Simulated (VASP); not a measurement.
A run of VASP 6.6.1 is set up as follows.

The input INCAR:

```
  PREC = Accurate
  ENCUT = 600
  EDIFF = 1E-6
  ISMEAR = 0
  SIGMA = 0.1
  LREAL = False
  LASPH = True
  NELM = 100
  ALGO = Normal
  ISIF = 3
  LWAVE = False
  LCHARG = False
  GGA = PE
  IBRION = 2
  NSW = 100
  EDIFFG = -0.01
```

The input KPOINTS:

```
regular mesh
0
Gamma
  12 12 14
```

File POSCAR:

```
HgH5
1.0
    4.0858701984      0.0000000000      0.0000000000
   -2.0429350992      3.5384673884      0.0000000000
    0.0000000000      0.0000000000      2.8241726983
Hg H
1 5
Direct
    0.0000000000      0.0000000000      0.0000000000
    0.0000000000      0.5000000000      0.5000000000
    0.3333333333      0.6666666667      0.0000000000
    0.6666666667      0.3333333333      0.0000000000
    0.5000000000      0.0000000000      0.5000000000
    0.5000000000      0.5000000000      0.5000000000
```

Potentials or basis: VASP PAW PBE potentials, release 64 (Hg, H).

Launch:

```sh
$ cat potpaw_PBE.64/Hg/POTCAR potpaw_PBE.64/H/POTCAR > POTCAR
$ mpirun -np 1 vasp_std > vasp.out
```

Q: Estimate the relaxed volume.

A: 6.89 Å³/atom.

Q: Estimate the space group after relaxing (to 0.05 Å).

A: P6/mmm (No. 191).

Q: Predict the relaxed cell.

A: a = 4.144 Å, b = 4.144 Å, c = 2.778 Å, α = 90.00°, β = 90.00°, γ = 120.00°.

Final structure:
```
CELL_PARAMETERS angstrom
4.14364 0.00000 0.00000
-2.07182 3.58850 0.00000
0.00000 0.00000 2.77846
ATOMIC_POSITIONS crystal
Hg 0.00000 0.00000 0.00000
H 0.00000 0.50000 0.50000
H 0.33333 0.66667 0.00000
H 0.66667 0.33333 0.00000
H 0.50000 0.00000 0.50000
H 0.50000 0.50000 0.50000
```
